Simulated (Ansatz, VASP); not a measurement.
Two plane-wave programs on Ga2PdS2

```
CELL_PARAMETERS angstrom
4.23398 0.00000 0.00000
0.00000 3.49741 3.67414
0.00000 -3.49741 3.67414
ATOMIC_POSITIONS crystal
Ga 0.00000 0.50638 0.89787
Ga 0.00000 0.89787 0.50638
Pd 0.00000 0.39421 0.39421
S 0.50000 0.62855 0.62855
S 0.00000 0.05897 0.05897
```

Alike in both runs: task single point; functional PBE; k mesh 4 × 4 × 4; occupations gaussian, width 0.1 eV; collinear spin.

|  | VASP | Ansatz |
| --- | --- | --- |
| version | VASP 6.6.1 | Ansatz 0.2.0 |
| potentials or method | VASP PAW PBE potentials, release 64 (Ga_d, Pd, S), cutoff 500 eV | scalar-relativistic, plane waves, PAW |
| valence electrons in the cell | 48 | 56 |

Ansatz gave:

```
gap on the k mesh at the Fermi level (eV)                     : none
pressure (GPa)                                                : 0.4
traceless stress, the component that is largest in VASP (GPa) : 3.73
rms of the force components (eV/Å)                            : 0.285
net moment per atom (μB)                                      : 0.00
```

Question: Estimate VASP's values.

Answer: gap on the k mesh at the Fermi level (eV): none; pressure (GPa): 0.5; traceless stress, the component that is largest in VASP (GPa): 3.79; rms of the force components (eV/Å): 0.286; net moment per atom (μB): 0.00.

Atom by atom the forces differ by 0.004 eV/Å (rms over components). A gap of «none» marks a metal or a gap that the smearing closes. VASP's potentials hold 48 valence electrons a cell and Ansatz's 56, so a difference there can come from the potentials and not from the codes. Ansatz's warnings: seeded moment not kept.

The k mesh is coarse, so the values compare programs but aren't converged.
